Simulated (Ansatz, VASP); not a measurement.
## Li3Si5P in VASP and in Ansatz

The input INCAR:

```
  ALGO = Normal
  EDIFF = 1E-6
  EDIFFG = -0.01
  ENCUT = 600
  GGA = PE
  IBRION = 2
  ISIF = 3
  ISMEAR = 0
  LASPH = True
  LCHARG = False
  LREAL = False
  LWAVE = False
  NELM = 80
  NSW = 100
  PREC = Accurate
  SIGMA = 0.1
```

KPOINTS

```
k-points
0
Gamma
  6 6 8
```

POSCAR

```
Li3Si5P
1.0
    7.3651603186      0.0000000000      0.0000000000
   -3.6825801593      6.3784159388      0.0000000000
    0.0000000000      0.0000000000      4.3801737161
Li Si P
3 5 1
Direct
    0.3333333333      0.6666666667      0.0000000000
    0.6666666667      0.3333333333      0.0000000000
    0.0000000000      0.0000000000      0.5000000000
    0.5000000000      0.0000000000      0.0000000000
    0.0000000000      0.5000000000      0.0000000000
    0.5000000000      0.5000000000      0.0000000000
    0.3333333333      0.6666666667      0.5000000000
    0.6666666667      0.3333333333      0.5000000000
    0.0000000000      0.0000000000      0.0000000000
```

Input for Ansatz:

```yaml
crystal:
  lattice:
    - [7.3651603186, 0.0, 0.0]
    - [-3.6825801593, 6.3784159388, 0.0]
    - [0.0, 0.0, 4.3801737161]
  atoms:
    - { symbol: Li, position: [0.3333333333, 0.6666666667, 0.0] }
    - { symbol: Li, position: [0.6666666667, 0.3333333333, 0.0] }
    - { symbol: Li, position: [0.0, 0.0, 0.5] }
    - { symbol: Si, position: [0.5, 0.0, 0.0] }
    - { symbol: Si, position: [0.0, 0.5, 0.0] }
    - { symbol: Si, position: [0.5, 0.5, 0.0] }
    - { symbol: Si, position: [0.3333333333, 0.6666666667, 0.5] }
    - { symbol: Si, position: [0.6666666667, 0.3333333333, 0.5] }
    - { symbol: P, position: [0.0, 0.0, 0.0] }
basis:
  ecutwfc: 420
kpoints:
  mp_grid: { grid: [6, 6, 8] }
hamiltonian:
  xc: pbe
scf:
  occupations: { method: gaussian, width: 0.1 }
output:
  forces: true
  stress: true
  eigenvalues: true
  write_density: true
  write_potential: true
  elf: true
  volumetric_format: npy
relax:
  adjacent_minimum: "off"
  f_tol: 0.01
  max_steps: 80
  cell: { stress_tol: 0.05 }
```

Alike in both runs: task relaxation of cell and atoms; functional PBE; k mesh 6 × 6 × 8; occupations gaussian, width 0.1 eV; no spin polarisation.

|  | VASP | Ansatz |
| --- | --- | --- |
| version | VASP 6.6.1 | Ansatz 0.2.0 |
| potentials or method | VASP PAW PBE potentials, release 64 (Li_sv, Si, P), cutoff 600 eV | scalar-relativistic, plane waves, PAW |
| valence electrons in the cell | 34 | 34 |

|  | VASP | Ansatz | Ansatz less VASP |
| --- | --- | --- | --- |
| gap on the k mesh at the Fermi level, each at its own relaxed structure (eV) | none | none | - |
| relaxed volume (Å³/atom) | 22.97 | 22.95 | -0.020 |
| relaxed cell length with the largest relative difference (Å) | 4.401 | 4.397 | -0.0033 |

A gap of «none» marks a metal or a gap that the smearing closes.

Noted on VASP's run: the cutoff is short for stress, so the pressure is rough.
